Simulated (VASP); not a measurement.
# SiC in VASP: further runs, part 2 of 2

VASP 6.6.1. Earlier steps stand in the parts before.

## (3) Single point, r2SCAN (strain -0.080 along x and y, -0.080 along z)

File POSCAR:

```
SiC
1.0
    0.0000000000      2.0000800000      2.0000800000
    2.0000800000      0.0000000000      2.0000800000
    2.0000800000      2.0000800000      0.0000000000
Si C
1 1
Direct
    0.0000000000      0.0000000000      0.0000000000
    0.7500000000      0.7500000000      0.7500000000
```

File INCAR.step1:

```
SYSTEM = SiC
ALGO = Normal
EDIFF = 1E-4
ENCUT = 520
GGA = PE
ISMEAR = 0
LASPH = .True.
LCHARG = .False.
LREAL = .False.
LWAVE = .True.
NBANDS = 11
NELM = 60
PREC = Accurate
SIGMA = 0.05
```

File INCAR.step2:

```
SYSTEM = SiC
ALGO = Normal
EDIFF = 1E-7
ENCUT = 520
ISIF = 2
ISMEAR = 0
ISTART = 1
LASPH = .True.
LCHARG = .False.
LMIXTAU = .True.
LREAL = .False.
LWAVE = .False.
METAGGA = R2SCAN
NBANDS = 11
NELM = 60
PREC = Accurate
SIGMA = 0.05
```

File KPOINTS:

```
k-points
0
Gamma
  12 12 12
  0 0 0
```

Potentials or basis: VASP PAW PBE potentials, release 64 (Si, C).

Launch:

```console
$ cat potpaw_PBE.64/Si/POTCAR potpaw_PBE.64/C/POTCAR > POTCAR
$ cp INCAR.step1 INCAR
$ mpirun -np 1 vasp_std > vasp.out
$ cp INCAR.step2 INCAR
$ mpirun -np 1 vasp_std > vasp.out
```

OUTCAR:

```text
SYSTEM = SiC
   EDIFF = 1E-7
   ENCUT = 520
   ISIF = 2
   ISMEAR = 0
   ISTART = 1
   LASPH = .True.
   LREAL = .False.
   METAGGA = R2SCAN
   NELM = 60
   PREC = Accurate

 ion  position               nearest neighbor table
   1  0.000  0.000  0.000-   2 1.73   2 1.73   2 1.73   2 1.73
   2  0.750  0.750  0.750-   1 1.73   1 1.73   1 1.73   1 1.73

  LATTYP: Found a face centered cubic cell.
 ALAT       =     4.0001600000

  Lattice vectors:

 A1 = (   0.0000000000,   2.0000800000,   2.0000800000)
 A2 = (   2.0000800000,   0.0000000000,   2.0000800000)
 A3 = (   2.0000800000,   2.0000800000,   0.0000000000)

Analysis of symmetry for initial positions (statically):
=====================================================================
 Subroutine PRICEL returns:
 Original cell was already a primitive cell.

 Routine SETGRP: Setting up the symmetry group for a
 face centered cubic supercell.

 Subroutine GETGRP returns: Found 24 space group operations
 (whereof 24 operations were pure point group operations)
 out of a pool of 48 trial point group operations.

The static configuration has the point symmetry T_d .

Analysis of symmetry for dynamics (positions and initial velocities):
=====================================================================
 Subroutine PRICEL returns:
 Original cell was already a primitive cell.

 Routine SETGRP: Setting up the symmetry group for a
 face centered cubic supercell.

 Subroutine GETGRP returns: Found 24 space group operations
 (whereof 24 operations were pure point group operations)
 out of a pool of 48 trial point group operations.

The dynamic configuration has the point symmetry T_d .

 Subroutine INISYM returns: Found 24 space group operations
 (whereof 24 operations are pure point group operations),
 and found     1 'primitive' translations

----------------------------------------------------------------------------------------

                                     Primitive cell

  volume of cell :      16.0019

  direct lattice vectors                    reciprocal lattice vectors
     0.000000000  2.000080000  2.000080000    -0.249990000  0.249990000  0.249990000
     2.000080000  0.000000000  2.000080000     0.249990000 -0.249990000  0.249990000
     2.000080000  2.000080000  0.000000000     0.249990000  0.249990000 -0.249990000

  length of vectors
     2.828540262  2.828540262  2.828540262     0.432995382  0.432995382  0.432995382

  position of ions in fractional coordinates (direct lattice)
     0.000000000  0.000000000  0.000000000
     0.750000000  0.750000000  0.750000000

  ion indices of the primitive-cell ions
   primitive index   ion index
                 1           1
                 2           2

----------------------------------------------------------------------------------------

 KPOINTS: k-points

Automatic generation of k-mesh.
 Grid dimensions read from file:
 generate k-points for:   12   12   12

 Generating k-lattice:

  Cartesian coordinates                     Fractional coordinates (reciprocal lattice)
[... 22 lines left out ...]
  0.416667  0.000000  0.000000      8.000000
[... 16 lines left out ...]
  0.500000  0.166667  0.000000     24.000000
 -0.416667  0.166667  0.000000     24.000000
 [... further k-points ...]
   k-points           NKPTS =     72   k-points in BZ     NKDIM =     72   number of bands    NBANDS=     11
   number of dos      NEDOS =    301   number of ions     NIONS =      2
   total plane-waves  NPLWV =  13824
   dimension x,y,z NGX =    24 NGY =   24 NGZ =   24
   dimension x,y,z NGXF=    48 NGYF=   48 NGZF=   48
   ions per type =               1   1
   NGX,Y,Z   is equivalent  to a cutoff of  14.11, 14.11, 14.11 a.u.
   NGXF,Y,Z  is equivalent  to a cutoff of  28.21, 28.21, 28.21 a.u.
 SYSTEM =  SiC
   PREC   = accura    normal or accurate (medium, high low for compatibility)
   ISTART =      1    job   : 0-new  1-cont  2-samecut
   ICHARG =      0    charge: 1-file 2-atom 10-const
   ISPIN  =      1    spin polarized calculation?
[... 16 lines left out ...]
   NELECT =       8.0000    total number of electrons
   NUPDOWN=      -1.0000    fix difference up-down
   EMIN   =  10.00;   EMAX   =-10.00  energy-range for DOS
   EFERMI =   0.00;   METHOD = LEGACY
   ISMEAR =     0;   SIGMA  =   0.05  broadening in eV -4-tet -1-fermi 0-gaus
   EFERMI_NEDOS =   21; number of points for ismear=-14 and -15
   IALGO  =     38    algorithm
   IMIX   =      4    mixing-type and parameters
     AMIX     =   0.40;   BMIX     =  1.00
     AMIX_MAG =   1.60;   BMIX_MAG =  1.00
  volume/ion in A,a.u.               =       8.00        53.99
  Fermi-wavevector in a.u.,A,eV,Ry     =   1.299314  2.455347 22.969586  1.688217
  Thomas-Fermi vector in A             =   2.430586
   LORBIT       =      0    0 simple, 1 ext, 2 COOP (PROOUT), +10 PAW based schemes
   METAGGA = R2SCAN    functional components
   LHFCALC =     F    Hartree Fock is set to
   AEXX    =    0.0000 exact exchange contribution
   IVDW    =     0    specifies the selected vdW correction
   LEPSILON=     F    determine dielectric tensor
   LRPA    =     F    only Hartree local field effects (RPA)
 non-spin polarized calculation
 Gauss-broadening in eV      SIGMA  =   0.05
  energy-cutoff  :      520.00
  volume of cell :       16.00
 maximum number of plane-waves:       444
 NGX is ok and might be reduce to    24
   NGX = 11   NGY = 11   NGZ = 11

 number of electron       8.0000000 magnetization

 Free energy of the ion-electron system (eV)
  ---------------------------------------------------
  ext. energy  EPLUGINS =         0.00000000
  ---------------------------------------------------
  free energy    TOTEN  =       -18.21467568 eV

  energy without entropy =      -18.21467568  energy(sigma->0) =      -18.21467568

 E-fermi :  11.3926     XC(G=0): -13.1278

 val. band max:       11.1136819154   @ k =   0.0000   0.0000   0.0000
 cond. band min:      12.6315649676   @ k =   0.5000   0.5000   0.0000
 fundamental gap:      1.5178830522
 Fermi energy:        11.3925817793

 k-point     1 :       0.0000    0.0000    0.0000
  band No.  band energies     occupation
      1      -7.2511      2.00000
      2      11.1137      2.00000
      3      11.1137      2.00000
      4      11.1137      2.00000
      5      21.1481      0.00000
      6      21.1481      0.00000
      7      21.1481      0.00000
      8      21.2827      0.00000
      9      28.0580      0.00000
     10      28.0580      0.00000
     11      31.9027      0.00000
[... 309 lines left out ...]
 k-point    24 :      -0.4167    0.1667    0.0000
  band No.  band energies     occupation
      1      -2.1806      2.00000
      2       1.4815      2.00000
      3       7.6071      2.00000
      4       9.4052      2.00000
      5      17.6587      0.00000
      6      21.7713      0.00000
      7      21.8744      0.00000
      8      26.0403      0.00000
      9      29.7813      0.00000
     10      30.0818      0.00000
     11      33.9856      0.00000

 [... further k-points ...]

------------------------ aborting loop because EDIFF is reached ----------------------------------------

  FORCE on cell =-STRESS in cart. coord.  units (eV):
  Direction    XX          YY          ZZ          XY          YZ          ZX
  --------------------------------------------------------------------------------------
  -------------------------------------------------------------------------------------
  Total        9.3609026      9.3609026      9.3609026     -0.0000000     -0.0000000      0.0000000
  in kB      937.2516511    937.2516511    937.2516511     -0.0000000     -0.0000000      0.0000000
  external PRESSURE =     937.2516511 kB  Pullay stress =       0.0000000 kB

 VOLUME and BASIS-vectors are now :
 -----------------------------------------------------------------------------
  energy-cutoff  :      520.00
  volume of cell :       16.00
      direct lattice vectors                 reciprocal lattice vectors
     0.000000000  2.000080000  2.000080000    -0.249990000  0.249990000  0.249990000
     2.000080000  0.000000000  2.000080000     0.249990000 -0.249990000  0.249990000
     2.000080000  2.000080000  0.000000000     0.249990000  0.249990000 -0.249990000

 POSITION                                       TOTAL-FORCE (eV/Angst)
 -----------------------------------------------------------------------------------
      0.00000      0.00000      0.00000         0.000000     -0.000000     -0.000000
      3.00012      3.00012      3.00012        -0.000000      0.000000      0.000000
 -----------------------------------------------------------------------------------
    total drift:                               -0.000000     -0.000000     -0.000000

  FREE ENERGIE OF THE ION-ELECTRON SYSTEM (eV)
  ---------------------------------------------------
  free  energy   TOTEN  =       -18.2146756757 eV

  energy  without entropy=      -18.2146756757  energy(sigma->0) =      -18.21467568
```

OUTCAR.step1:

```text
SYSTEM = SiC
   EDIFF = 1E-4
   ENCUT = 520
   GGA = PE
   ISMEAR = 0
   LASPH = .True.
   LREAL = .False.
[... 557 lines left out ...]
      0.00000      0.00000      0.00000         0.000000      0.000000      0.000000
      3.00012      3.00012      3.00012        -0.000000     -0.000000     -0.000000
 -----------------------------------------------------------------------------------
    total drift:                               -0.000000     -0.000000      0.000000

  FREE ENERGIE OF THE ION-ELECTRON SYSTEM (eV)
  ---------------------------------------------------
  free  energy   TOTEN  =       -13.8435888642 eV

  energy  without entropy=      -13.8435888642  energy(sigma->0) =      -13.84358886
```

OSZICAR.step1:

```text
N       E                     dE             d eps       ncg     rms          rms(c)
DAV:   1     0.515488280386E+01    0.51549E+01   -0.42645E+03  1651   0.628E+02
DAV:   2    -0.160389535054E+02   -0.21194E+02   -0.20391E+02  1989   0.120E+02
DAV:   3    -0.165505055712E+02   -0.51155E+00   -0.51077E+00  1925   0.151E+01
DAV:   4    -0.165518855110E+02   -0.13799E-02   -0.13799E-02  1810   0.101E+00
DAV:   5    -0.165518897583E+02   -0.42473E-05   -0.42473E-05  1933   0.513E-02    0.121E+01
DAV:   6    -0.140177341550E+02    0.25342E+01   -0.70117E+00  1731   0.132E+01    0.565E+00
DAV:   7    -0.138532111748E+02    0.16452E+00   -0.80872E-01  1878   0.509E+00    0.236E+00
DAV:   8    -0.138433891215E+02    0.98221E-02   -0.23019E-02  1749   0.105E+00    0.178E-01
DAV:   9    -0.138435190375E+02   -0.12992E-03   -0.91639E-04  1953   0.199E-01    0.128E-01
DAV:  10    -0.138435888642E+02   -0.69827E-04   -0.11398E-04  1566   0.737E-02
   1 F= -.13843589E+02 E0= -.13843589E+02  d E =-.276443E-22
```

It took 35 s on 1 thread of Intel Xeon Platinum 8488C (Sapphire Rapids), shared host; peak memory 0.14 GiB.

Results:

```yaml
Free_energy: -18.2147 eV
Pressure: 93.7 GPa
Band_gap_on_the_k_mesh: 1.52 eV, indirect (least direct gap 5.33 eV)
```

Levels at points of the mesh, in eV from the valence-band top:
```tsv
k point	band 1	band 2	band 3	band 4	band 5	band 6	band 7	band 8
(0.00, 0.00, 0.00)	-18.36	0.00	0.00	0.00	10.03	10.03	10.03	10.17
(0.50, 0.00, 0.00)	-13.68	-10.36	-1.13	-1.13	8.66	8.97	8.97	12.57
(0.50, 0.50, 0.00)	-11.93	-8.98	-3.82	-3.82	1.52	5.96	18.52	18.52
```

Caveat: the cell differs from its parent crystal (strain -0.080 along x and y, -0.080 along z); the PAW data sets were made with another functional, which shifts forces and pressure a little. A k mesh can miss the band edges.

## (4) Single point, r2SCAN (strain +0.040 along x and y, +0.040 along z)

File POSCAR:

```
SiC
1.0
    0.0000000000      2.2609600000      2.2609600000
    2.2609600000      0.0000000000      2.2609600000
    2.2609600000      2.2609600000      0.0000000000
Si C
1 1
Direct
    0.0000000000      0.0000000000      0.0000000000
    0.7500000000      0.7500000000      0.7500000000
```

File INCAR.step1:

```
SYSTEM = SiC
ALGO     = Normal         ! electronic algorithm
EDIFF    = 1E-4           ! SCF threshold, eV
ENCUT    = 520            ! plane-wave cutoff, eV
GGA      = PE             ! functional
ISMEAR   = 0              ! smearing method
LASPH    = .TRUE.         ! aspherical terms in the spheres
LCHARG   = .FALSE.        ! write CHGCAR
LREAL    = .FALSE.        ! projectors in reciprocal space
LWAVE    = .TRUE.         ! write WAVECAR
NBANDS   = 11             ! bands
NELM     = 100            ! most SCF steps
PREC     = Accurate       ! precision mode
SIGMA    = 0.05           ! smearing width, eV
```

File INCAR.step2:

```
SYSTEM = SiC
ALGO     = Normal         ! electronic algorithm
EDIFF    = 1E-6           ! SCF threshold, eV
ENCUT    = 520            ! plane-wave cutoff, eV
ISIF     = 2              ! what is computed and relaxed
ISMEAR   = 0              ! smearing method
ISTART   = 1            
LASPH    = .TRUE.         ! aspherical terms in the spheres
LCHARG   = .TRUE.         ! write CHGCAR
LELF     = .TRUE.         ! ELF
LMIXTAU  = .TRUE.       
LREAL    = .FALSE.        ! projectors in reciprocal space
LVHAR    = .TRUE.       
LWAVE    = .FALSE.        ! write WAVECAR
METAGGA  = R2SCAN         ! meta-GGA
NBANDS   = 11             ! bands
NELM     = 100            ! most SCF steps
PREC     = Accurate       ! precision mode
SIGMA    = 0.05           ! smearing width, eV
```

File KPOINTS:

```
k-points
0
G
  12 12 12
  0 0 0
```

Launch:

```console
$ cat potpaw_PBE.64/Si/POTCAR potpaw_PBE.64/C/POTCAR > POTCAR
$ cp INCAR.step1 INCAR
$ mpirun -np 1 vasp_std > vasp.out
$ cp INCAR.step2 INCAR
$ mpirun -np 1 vasp_std > vasp.out
```

Wall time 41 s (1 thread of Intel Xeon Platinum 8488C (Sapphire Rapids), shared host); peak memory 0.15 GiB.

Results (log left out):

* Free energy: -19.1548 eV
* Pressure: -20.5 GPa
* Band gap on the k mesh: 1.79 eV, indirect (least direct gap 4.90 eV)

Levels at points of the mesh, in eV from the valence-band top:
```csv
k point,band 1,band 2,band 3,band 4,band 5,band 6,band 7,band 8,band 9
"(0.00, 0.00, 0.00)",-15.33,0.00,0.00,0.00,5.46,7.06,7.06,7.06,14.55
"(0.50, 0.00, 0.00)",-12.10,-8.24,-1.08,-1.08,4.95,7.27,7.27,10.28,16.04
"(0.50, 0.50, 0.00)",-10.75,-7.72,-3.12,-3.12,1.79,4.40,13.78,13.78,14.49
```

Caveat: the cell differs from its parent crystal (strain +0.040 along x and y, +0.040 along z); the PAW data sets were made with another functional, which shifts forces and pressure a little.

## (5) Single point, r2SCAN (strain +0.080 along x and y, +0.080 along z)

File POSCAR:

```
SiC
1.0
    0.0000000000      2.3479200000      2.3479200000
    2.3479200000      0.0000000000      2.3479200000
    2.3479200000      2.3479200000      0.0000000000
Si C
1 1
Direct
    0.0000000000      0.0000000000      0.0000000000
    0.7500000000      0.7500000000      0.7500000000
```

File INCAR.step1:

```
SYSTEM = SiC
PREC     = Accurate       ! precision mode
ENCUT    = 520            ! plane-wave cutoff, eV
ISMEAR   = 0              ! smearing method
SIGMA    = 0.05           ! smearing width, eV
LREAL    = .False.        ! projectors in reciprocal space
LASPH    = .True.         ! aspherical terms in the spheres
NELM     = 100            ! most SCF steps
NBANDS   = 11             ! bands
GGA      = PE             ! functional
ALGO     = Normal         ! electronic algorithm
EDIFF    = 1E-4           ! SCF threshold, eV
LWAVE    = .True.         ! write WAVECAR
LCHARG   = .False.        ! write CHGCAR
```

File INCAR.step2:

```
SYSTEM = SiC
PREC     = Accurate       ! precision mode
ENCUT    = 520            ! plane-wave cutoff, eV
EDIFF    = 1E-6           ! SCF threshold, eV
ISMEAR   = 0              ! smearing method
SIGMA    = 0.05           ! smearing width, eV
LREAL    = .False.        ! projectors in reciprocal space
LASPH    = .True.         ! aspherical terms in the spheres
NELM     = 100            ! most SCF steps
ALGO     = Normal         ! electronic algorithm
ISIF     = 2              ! what is computed and relaxed
LWAVE    = .False.        ! write WAVECAR
LCHARG   = .True.         ! write CHGCAR
METAGGA  = R2SCAN         ! meta-GGA
LMIXTAU  = .True.       
LELF     = .True.         ! ELF
LVHAR    = .True.       
NBANDS   = 11             ! bands
ISTART   = 1
```

File KPOINTS:

```
Automatic mesh
0
Gamma
  12 12 12
  0 0 0
```

Launch:

```console
$ cat potpaw_PBE.64/Si/POTCAR potpaw_PBE.64/C/POTCAR > POTCAR
$ cp INCAR.step1 INCAR
$ mpirun -np 1 vasp_std > vasp.out
$ cp INCAR.step2 INCAR
$ mpirun -np 1 vasp_std > vasp.out
```

Wall time 66 s (1 thread of Intel Xeon Platinum 8488C (Sapphire Rapids), shared host); peak memory 0.16 GiB.

Results (log left out):

- Free energy: -18.6833 eV
- Pressure: -32.6 GPa
- Band gap on the k mesh: 1.83 eV, indirect (least direct gap 4.08 eV)

Levels at points of the mesh, in eV from the valence-band top:
```
           k point  band 1  band 2  band 3  band 4  band 5  band 6  band 7  band 8
(0.00, 0.00, 0.00)  -14.51    0.00    0.00    0.00    4.08    6.35    6.35    6.35
(0.50, 0.00, 0.00)  -11.65   -7.70   -1.04   -1.04    3.95    6.81    6.81    9.59
(0.50, 0.50, 0.00)  -10.41   -7.43   -2.90   -2.90    1.83    4.00   12.47   12.47
```

Caveat: the cell differs from its parent crystal (strain +0.080 along x and y, +0.080 along z); the PAW data sets were made with another functional, which shifts forces and pressure a little. A k mesh can miss the band edges.

## (6) Single point, r2SCAN (strain -0.080 along x and y, -0.040 along z)

File POSCAR:

```
SiC
1.0
    0.0000000000      2.0000800000      2.0870400000
    2.0000800000      0.0000000000      2.0870400000
    2.0000800000      2.0000800000      0.0000000000
Si C
1 1
Direct
    0.0000000000      0.0000000000      0.0000000000
    0.7500000000      0.7500000000      0.7500000000
```

File INCAR.step1:

```
SYSTEM = SiC
PREC = Accurate
ENCUT = 520
ISMEAR = 0
SIGMA = 0.05
LREAL = .FALSE.
LASPH = .TRUE.
NELM = 100
NBANDS = 11
GGA = PE
ALGO = Normal
EDIFF = 1E-4
LWAVE = .TRUE.
LCHARG = .FALSE.
```

File INCAR.step2:

```
SYSTEM = SiC
PREC = Accurate
ENCUT = 520
EDIFF = 1E-6
ISMEAR = 0
SIGMA = 0.05
LREAL = .FALSE.
LASPH = .TRUE.
NELM = 100
ALGO = Normal
ISIF = 2
LWAVE = .FALSE.
LCHARG = .FALSE.
METAGGA = R2SCAN
LMIXTAU = .TRUE.
NBANDS = 11
ISTART = 1
```

File KPOINTS:

```
regular mesh
0
G
  12 12 12
  0 0 0
```

Potentials or basis: VASP PAW PBE potentials, release 64 (Si, C).

Launch:

```console
$ cat potpaw_PBE.64/Si/POTCAR potpaw_PBE.64/C/POTCAR > POTCAR
$ cp INCAR.step1 INCAR
$ mpirun -np 1 vasp_std > vasp.out
$ cp INCAR.step2 INCAR
$ mpirun -np 1 vasp_std > vasp.out
```

Wall time 62 s (1 thread of Intel Xeon Platinum 8488C (Sapphire Rapids), shared host); peak memory 0.15 GiB.

Results (log left out):

```yaml
Free_energy: -18.5550 eV
Pressure: 71.9 GPa
Band_gap_on_the_k_mesh: 1.28 eV, indirect (least direct gap 5.24 eV)
```

Stress tensor (GPa, compression positive):
```
76.34  0.00  0.00
 0.00 76.34  0.00
 0.00  0.00 63.14
```

Levels at points of the mesh, in eV from the valence-band top:
```csv
k point,band 2,band 3,band 4,band 5,band 6,band 7
"(0.00, 0.00, 0.00)",-0.36,-0.02,-0.02,9.46,9.48,9.48
"(0.50, 0.00, 0.00)",-10.22,-1.60,-0.93,7.46,8.79,9.05
"(0.50, 0.50, 0.00)",-9.36,-3.49,-3.49,1.75,6.16,17.99
"(0.50, 0.00, 0.50)",-8.73,-4.08,-4.02,1.28,5.35,16.76
```

Caveat: the cell differs from its parent crystal (strain -0.080 along x and y, -0.040 along z); the PAW data sets were made with another functional, which shifts forces and pressure a little.

## (7) Overview

| cell | gap on the mesh (eV) | pressure (GPa) |
| --- | --- | --- |
| a = 3.260, b = 3.260, c = 3.197 Å, angles 60.6, 60.6, 58.7°, 2 atoms | 1.61 | -25.4 |
| a = 2.829 Å, angles 60.0°, 2 atoms | 1.52 | 93.7 |
| a = 3.197 Å, angles 60.0°, 2 atoms | 1.79 | -20.5 |
| a = 3.320 Å, angles 60.0°, 2 atoms | 1.83 | -32.6 |
| a = 2.891, b = 2.891, c = 2.829 Å, angles 60.7, 60.7, 58.6°, 2 atoms | 1.28 | 71.9 |

Alike in all rows: task single point; level r2SCAN; potentials or basis VASP PAW PBE potentials, release 64 (Si, C); no spin polarisation; k mesh 12 × 12 × 12; cutoff (eV) 520; smearing gaussian 0.05 eV.

Caveats: the PAW data sets were made with another functional, which shifts forces and pressure a little.

Total energies depend on the potentials used, so only differences within one code and one set of settings carry meaning.
